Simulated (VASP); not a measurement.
# Al16As16H (a cell with a defect) in VASP: notebook

Al16As16H (a cell with a defect) is run at these levels: PBE; tasks: single point.

Program: VASP 6.6.1. These are calculated values, not measurements. Logs are shortened: lines on timing, memory, paths and dates and some standing lists are left out, and cuts for length are marked.

### Step 1. The cell of the first run

The cell holds a defect, 33 atoms: a = 9.921 Å, b = 9.921 Å, c = 9.921 Å, α = 109.47°, β = 109.47°, γ = 109.47°.

### Step 2. Single point, PBE (with an interstitial atom, then relaxed in part)

INCAR

```
SYSTEM = Al16As16H
  ALGO = Normal
  EDIFF = 1E-6
  ENCUT = 520
  GGA = PE
  ISIF = 2
  ISMEAR = 0
  LASPH = .TRUE.
  LCHARG = .FALSE.
  LREAL = Auto
  LWAVE = .FALSE.
  NBANDS = 86
  NELECT = 128.0
  NELM = 80
  PREC = Accurate
  SIGMA = 0.01
```

KPOINTS

```
k-points
0
G
  2 2 2
  0 0 0
```

POSCAR

```
Al16As16H
1.0
    5.7279123210      5.7279123210      5.7279123210
   -5.7279123210      5.7279123210     -5.7279123210
   -5.7279123210     -5.7279123210      5.7279123210
Al As H
16 16 1
Direct
    0.5079401221      0.7524810545      0.7524810545
    0.4975189455      0.5054590676      0.0000000000
    0.7445409324      0.4945409324      0.7420598779
    0.4686572920      0.2186572920      0.2186572920
    0.7554590676      0.2475189455      0.0000000000
    0.0024810545      0.2579401221      0.7524810545
    0.4975189455      0.0000000000      0.5054590676
    0.7554590676      0.0000000000      0.2475189455
    0.0313427080      0.0000000000      0.0000000000
    0.2500000000      0.0000000000      0.7813427080
    0.7445409324      0.7420598779      0.4945409324
    0.0024810545      0.7524810545      0.2579401221
    0.2500000000      0.7813427080      0.0000000000
   -0.0079401221      0.4945409324      0.4945409324
    0.2500000000      0.5054590676      0.2475189455
    0.2500000000      0.2475189455      0.5054590676
    0.7632622772      0.0000000000      0.0000000000
    0.7500000000      0.7500000000      0.2500000000
   -0.0091004380      0.7408995620      0.0000000000
    0.7367377228      0.4867377228      0.4867377228
    0.0000000000      0.5000000000      0.2500000000
    0.2500000000      0.5132622772      0.0000000000
    0.7500000000      0.2500000000      0.7500000000
    0.0000000000      0.2500000000      0.5000000000
    0.2500000000      0.2591004380      0.2591004380
    0.5091004380      0.2591004380      0.0000000000
   -0.0091004380      0.0000000000      0.7408995620
    0.2500000000      0.0000000000      0.5132622772
    0.5091004380      0.0000000000      0.2591004380
    0.2500000000      0.7408995620      0.7408995620
    0.5000000000      0.7500000000      0.5000000000
    0.5000000000      0.5000000000      0.7500000000
    0.2500000000      0.0000000000      0.0000000000
```

Potentials or basis: VASP PAW PBE potentials, release 64 (Al, As, H).

Launch:

```console
$ cat potpaw_PBE.64/Al/POTCAR potpaw_PBE.64/As/POTCAR potpaw_PBE.64/H/POTCAR > POTCAR
$ mpirun -np 1 vasp_std > vasp.out
```

OUTCAR:

```text
SYSTEM = Al16As16H
   EDIFF = 1E-6
   ENCUT = 520
   GGA = PE
   ISIF = 2
   ISMEAR = 0
   LASPH = .TRUE.
   LREAL = Auto
   NELECT = 128.0
   NELM = 80
   PREC = Accurate

 ion  position               nearest neighbor table
   1  0.508  0.752  0.752-  31 2.47  32 2.47  17 2.48  30 2.48
   2  0.498  0.505  0.000-  18 2.47  32 2.47  22 2.48  26 2.48
   3  0.745  0.495  0.742-  23 2.47  32 2.47  20 2.48  19 2.48
   4  0.469  0.219  0.219-  25 2.47  26 2.47  29 2.47  20 2.66
   5  0.755  0.248  0.000-  21 2.47  23 2.47  17 2.48  26 2.48
   6  0.002  0.258  0.752-  23 2.47  24 2.47  22 2.48  27 2.48
[... 24 lines left out ...]
  31  0.500  0.750  0.500-   1 2.47   7 2.47  11 2.47  15 2.47
  32  0.500  0.500  0.750-   1 2.47   2 2.47   3 2.47  16 2.47
  33  0.250  0.000  0.000-

  LATTYP: Found a body centered cubic cell.
 ALAT       =    11.4558246420

  Lattice vectors:

 A1 = (   5.7279123210,   5.7279123210,   5.7279123210)
 A2 = (  -5.7279123210,   5.7279123210,  -5.7279123210)
 A3 = (  -5.7279123210,  -5.7279123210,   5.7279123210)

Analysis of symmetry for initial positions (statically):
=====================================================================
 Subroutine PRICEL returns:
 Original cell was already a primitive cell.

 Routine SETGRP: Setting up the symmetry group for a
 body centered cubic supercell.

 Subroutine GETGRP returns: Found 24 space group operations
 (whereof  6 operations were pure point group operations)
 out of a pool of 48 trial point group operations.

The static configuration has the point symmetry C_3v.
 The point group associated with its full space group is T_d .

Analysis of symmetry for dynamics (positions and initial velocities):
=====================================================================
 Subroutine PRICEL returns:
 Original cell was already a primitive cell.

 Routine SETGRP: Setting up the symmetry group for a
 body centered cubic supercell.

 Subroutine GETGRP returns: Found 24 space group operations
 (whereof  6 operations were pure point group operations)
 out of a pool of 48 trial point group operations.

The dynamic configuration has the point symmetry C_3v.
 The point group associated with its full space group is T_d .

 Subroutine INISYM returns: Found 24 space group operations
 (whereof  6 operations are pure point group operations),
 and found     1 'primitive' translations
[... 137 lines left out ...]
   EDIFFG = 0.1E-04   stopping-criterion for IOM
   NSW    =      0    number of steps for IOM
   IBRION =     -1    ionic relax: 0-MD 1-quasi-New 2-CG
   NFREE  =      0    steps in history (QN), initial steepest desc. (CG)
   ISIF   =      2    stress and relaxation
   ISYM   =      2    0-nonsym 1-usesym 2-fastsym
   POTIM  = 0.5000    time-step for ionic-motion
   TEBEG  =    0.0;   TEEND  =   0.0 temperature during run
   PSTRESS=    0.0 pullay stress
   NELECT =     128.0000    total number of electrons
   NUPDOWN=      -1.0000    fix difference up-down
   EMIN   =  10.00;   EMAX   =-10.00  energy-range for DOS
   EFERMI =   0.00;   METHOD = LEGACY
   ISMEAR =     0;   SIGMA  =   0.01  broadening in eV -4-tet -1-fermi 0-gaus
   EFERMI_NEDOS =   21; number of points for ismear=-14 and -15
   IALGO  =     38    algorithm
   IMIX   =      4    mixing-type and parameters
     AMIX     =   0.40;   BMIX     =  1.00
     AMIX_MAG =   1.60;   BMIX_MAG =  1.00
  volume/ion in A,a.u.               =      22.78       153.72
  Fermi-wavevector in a.u.,A,eV,Ry     =   0.907392  1.714723 11.202506  0.823361
  Thomas-Fermi vector in A             =   2.031194
   LORBIT       =      0    0 simple, 1 ext, 2 COOP (PROOUT), +10 PAW based schemes
   GGA     = PE    functional components
   LHFCALC =     F    Hartree Fock is set to
   AEXX    =    0.0000 exact exchange contribution
   IVDW    =     0    specifies the selected vdW correction
   LEPSILON=     F    determine dielectric tensor
   LRPA    =     F    only Hartree local field effects (RPA)
 non-spin polarized calculation
 Gauss-broadening in eV      SIGMA  =   0.01
  energy-cutoff  :      520.00
  volume of cell :      751.71
 maximum number of plane-waves:     20274
 NGX is ok and might be reduce to    80
   NGX = 37   NGY = 37   NGZ = 37

 number of electron     128.0000002 magnetization

 Free energy of the ion-electron system (eV)
  ---------------------------------------------------
  ext. energy  EPLUGINS =         0.00000000
  ---------------------------------------------------
  free energy    TOTEN  =      -155.15898956 eV

  energy without entropy =     -155.15633949  energy(sigma->0) =     -155.15766453

 E-fermi :   3.4935     XC(G=0):  -8.9162

 val. band max:        3.3981994792   @ k =   0.5000   0.0000   0.0000
 cond. band min:       3.5003362773   @ k =   0.5000   0.0000   0.0000
 fundamental gap:      0.1021367981
 Fermi energy:         3.4934955738

 k-point     1 :       0.0000    0.0000    0.0000
  band No.  band energies     occupation
      1      -8.1209      2.00000
      2      -6.9180      2.00000
      3      -6.9132      2.00000
      4      -6.9132      2.00000
      5      -6.9036      2.00000
      6      -6.9036      2.00000
[... 226 lines left out ...]
     75       6.4980      0.00000
     76       7.2450      0.00000
 [bands above 76 left out]

------------------------ aborting loop because EDIFF is reached ----------------------------------------

  FORCE on cell =-STRESS in cart. coord.  units (eV):
  Direction    XX          YY          ZZ          XY          YZ          ZX
  --------------------------------------------------------------------------------------
  -------------------------------------------------------------------------------------
  Total       -8.0735221     -8.0735221     -8.0735221      0.0000000      0.0000000      0.0000000
  in kB      -17.2077681    -17.2077681    -17.2077681      0.0000000      0.0000000      0.0000000
  external PRESSURE =     -17.2077681 kB  Pullay stress =       0.0000000 kB

 VOLUME and BASIS-vectors are now :
 -----------------------------------------------------------------------------
  energy-cutoff  :      520.00
  volume of cell :      751.71
      direct lattice vectors                 reciprocal lattice vectors
     5.727912321  5.727912321  5.727912321     0.000000000  0.087291839  0.087291839
    -5.727912321  5.727912321 -5.727912321    -0.087291839  0.087291839  0.000000000
    -5.727912321 -5.727912321  5.727912321    -0.087291839  0.000000000  0.087291839

 POSITION                                       TOTAL-FORCE (eV/Angst)
 -----------------------------------------------------------------------------------
     -5.71085      2.90944      2.90944         0.005469     -0.002883     -0.002883
     -0.04548      5.74497     -0.04548         0.002883      0.005469      0.002883
     -2.81848      2.84690      5.68243        -0.002883     -0.005469      0.002883
      0.17953      2.68443      2.68443        -0.008661      0.008661      0.008661
      2.90944      5.74497      2.90944        -0.002883      0.005469     -0.002883
     -5.77339     -2.81848      2.84690         0.002883     -0.002883     -0.005469
[... 25 lines left out ...]
     -4.29593      1.43198      4.29593        -0.000000     -0.000000     -0.000000
      1.43198      1.43198      1.43198        -0.000000     -0.000000      0.000000
 -----------------------------------------------------------------------------------
    total drift:                               -0.000001      0.000000      0.000001

  FREE ENERGIE OF THE ION-ELECTRON SYSTEM (eV)
  ---------------------------------------------------
  free  energy   TOTEN  =      -155.1589895631 eV

  energy  without entropy=     -155.1563394937  energy(sigma->0) =     -155.15766453
```

stdout:

```text
POSCAR found type information on POSCAR AlAsH
 POSCAR found :  3 types and      33 ions
 scaLAPACK will be used
 LDA part: xc-table for (Slater+PW92), standard interpolation
 POSCAR, INCAR and KPOINTS ok, starting setup
 FFT: planning ... GRIDC
 FFT: planning ... GRID_SOFT
 FFT: planning ... GRID
 WAVECAR not read
 entering main loop
 the old and the new charge density differ
 old charge density:   129.00000 new  128.00000
    0.122E+01
```

Run time: 3.7 min. Hardware: 1 thread of Intel Xeon 6975P-C (Granite Rapids), shared host; peak memory 0.98 GiB.

Results:

| Item | Value |
| --- | --- |
| Free energy | -155.1590 eV |
| Largest force | 0.021 eV/Å |

Forces in eV/Å, atoms in the order of the input:
```
Al   0.005 -0.003 -0.003
Al   0.003  0.005  0.003
Al  -0.003 -0.005  0.003
Al  -0.009  0.009  0.009
Al  -0.003  0.005 -0.003
Al   0.003 -0.003 -0.005
Al   0.003  0.003  0.005
Al  -0.003 -0.003  0.005
Al  -0.009 -0.009 -0.009
Al   0.009  0.009 -0.009
Al  -0.003  0.003 -0.005
Al   0.003 -0.005 -0.003
Al   0.009 -0.009  0.009
Al   0.005  0.003  0.003
Al  -0.005 -0.003  0.003
Al  -0.005  0.003 -0.003
As   0.012  0.012  0.012
As   0.000  0.000  0.000
As   0.000  0.005  0.000
As   0.012 -0.012 -0.012
As   0.000  0.000  0.000
As  -0.012  0.012 -0.012
As   0.000  0.000  0.000
As   0.000  0.000  0.000
As   0.005  0.000  0.000
As   0.000 -0.005  0.000
As   0.000  0.000  0.005
As  -0.012 -0.012  0.012
As   0.000  0.000 -0.005
As  -0.005  0.000  0.000
As   0.000  0.000  0.000
As   0.000  0.000  0.000
H    0.000  0.000  0.000
```

Caveat: the k points lie up to 0.39 Å⁻¹ apart; the cell carries a net charge on a neutralising background, which shifts energy and pressure; the cell differs from its parent crystal (with an interstitial atom, then relaxed in part); the cell is charged against a uniform background, so pressure and absolute levels hang on convention.

### Step 3. Single point, PBE

INCAR

```
SYSTEM = Al16As16H
PREC = Accurate ; ENCUT = 520
EDIFF = 1E-6 ; ISMEAR = 0
SIGMA = 0.01 ; LREAL = Auto
LASPH = .True. ; NELM = 60
ALGO = Normal ; ISIF = 2
LWAVE = .False. ; LCHARG = .False.
GGA = PE ; NELECT = 128.0
NBANDS = 86
```

KPOINTS

```
Automatic mesh
0
Gamma
  2 2 2
  0 0 0
```

POSCAR

```
Al16As16H
1.0
    5.7279123210      5.7279123210      5.7279123210
   -5.7279123210      5.7279123210     -5.7279123210
   -5.7279123210     -5.7279123210      5.7279123210
Al As H
16 16 1
Direct
    0.5074601203      0.7520686922      0.7520686922
    0.4979313078      0.5053914281      0.0000000000
    0.7446085719      0.4946085719      0.7425398797
    0.4698105929      0.2198105929      0.2198105929
    0.7553914281      0.2479313078      0.0000000000
    0.0020686922      0.2574601203      0.7520686922
    0.4979313078      0.0000000000      0.5053914281
    0.7553914281      0.0000000000      0.2479313078
    0.0301894071      0.0000000000      0.0000000000
    0.2500000000      0.0000000000      0.7801894071
    0.7446085719      0.7425398797      0.4946085719
    0.0020686922      0.7520686922      0.2574601203
    0.2500000000      0.7801894071      0.0000000000
   -0.0074601203      0.4946085719      0.4946085719
    0.2500000000      0.5053914281      0.2479313078
    0.2500000000      0.2479313078      0.5053914281
    0.7625084192      0.0000000000      0.0000000000
    0.7500000000      0.7500000000      0.2500000000
   -0.0089176388      0.7410823612      0.0000000000
    0.7374915808      0.4874915808      0.4874915808
    0.0000000000      0.5000000000      0.2500000000
    0.2500000000      0.5125084192      0.0000000000
    0.7500000000      0.2500000000      0.7500000000
    0.0000000000      0.2500000000      0.5000000000
    0.2500000000      0.2589176388      0.2589176388
    0.5089176388      0.2589176388      0.0000000000
   -0.0089176388      0.0000000000      0.7410823612
    0.2500000000      0.0000000000      0.5125084192
    0.5089176388      0.0000000000      0.2589176388
    0.2500000000      0.7410823612      0.7410823612
    0.5000000000      0.7500000000      0.5000000000
    0.5000000000      0.5000000000      0.7500000000
    0.2500000000      0.0000000000      0.0000000000
```

Potentials or basis: VASP PAW PBE potentials, release 64 (Al, As, H).

Launch:

```console
$ cat potpaw_PBE.64/Al/POTCAR potpaw_PBE.64/As/POTCAR potpaw_PBE.64/H/POTCAR > POTCAR
$ mpirun -np 1 vasp_std > vasp.out
```

Wall time 3.7 min (1 thread of Intel Xeon 6975P-C (Granite Rapids), shared host); peak memory 0.99 GiB.

The run converged. Its results:

```yaml
Free_energy: -155.1584 eV
Largest_force: 0.024 eV/Å
```

Forces on the atoms (eV/Å):
```
Al  -0.012  0.007  0.007
Al  -0.007 -0.012 -0.007
Al   0.007  0.012 -0.007
Al   0.014 -0.014 -0.014
Al   0.007 -0.012  0.007
Al  -0.007  0.007  0.012
Al  -0.007 -0.007 -0.012
Al   0.007  0.007 -0.012
Al   0.014  0.014  0.014
Al  -0.014 -0.014  0.014
Al   0.007 -0.007  0.012
Al  -0.007  0.012  0.007
Al  -0.014  0.014 -0.014
Al  -0.012 -0.007 -0.007
Al   0.012  0.007 -0.007
Al   0.012 -0.007  0.007
As   0.003  0.003  0.003
As   0.000  0.000  0.000
As   0.000 -0.002  0.000
As   0.003 -0.003 -0.003
As   0.000  0.000  0.000
As  -0.003  0.003 -0.003
As   0.000  0.000  0.000
As   0.000  0.000  0.000
As  -0.002  0.000  0.000
As   0.000  0.002  0.000
As   0.000  0.000 -0.002
As  -0.003 -0.003  0.003
As   0.000  0.000  0.002
As   0.002  0.000  0.000
As   0.000  0.000  0.000
As   0.000  0.000  0.000
H    0.000  0.000  0.000
```

Levels at points of the mesh, in eV from the Fermi level:
| k point | band 62 | band 63 | band 64 | band 65 | band 66 | band 67 |
| --- | --- | --- | --- | --- | --- | --- |
| (0.00, 0.00, 0.00) | -0.61 | 0.12 | 0.12 | 0.12 | 1.72 | 1.72 |
| (0.50, 0.00, 0.00) | -0.68 | -0.21 | -0.09 | 0.01 | 2.36 | 2.54 |
| (0.50, 0.50, 0.50) | -0.54 | -0.54 | -0.54 | -0.19 | 2.07 | 2.07 |

Caveat: the k points lie up to 0.39 Å⁻¹ apart; the cell carries a net charge on a neutralising background, which shifts energy and pressure; the cell is charged against a uniform background, so pressure and absolute levels hang on convention.
